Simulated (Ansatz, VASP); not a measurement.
**TePb: VASP beside Ansatz**

```xyz
2
Lattice="4.0023 0.0000 0.0000 0.0000 4.0023 0.0000 0.0000 0.0000 4.0023" Properties=species:S:1:pos:R:3 pbc="T T T"
Pb    0.0000    0.0000    0.0000
Te    2.0011    2.0011    2.0011
```

Alike in both runs: functional BLYP; k mesh 7 × 7 × 7; occupations fermi-dirac, width 0.05 eV; no spin polarisation.

|  | VASP | Ansatz |
| --- | --- | --- |
| version | VASP 6.6.1 | Ansatz 0.2.0 |
| potentials or method | VASP PAW PBE potentials, release 64 (Pb_d, Te), cutoff 520 eV | all-electron LAPW, scalar-relativistic |
| task | single point | band structure |

|  | VASP | Ansatz | Ansatz less VASP |
| --- | --- | --- | --- |
| gap on the k mesh at the Fermi level (eV) | none | none | - |
| pressure (GPa) | 3.8 | 3.7 | -0.09 |

VASP's potentials were made for PBE, not for BLYP. A gap of «none» marks a metal or a gap that the smearing closes. Ansatz ran all-electron here, and VASP with PAW potentials.

Spin-orbit coupling is off throughout.
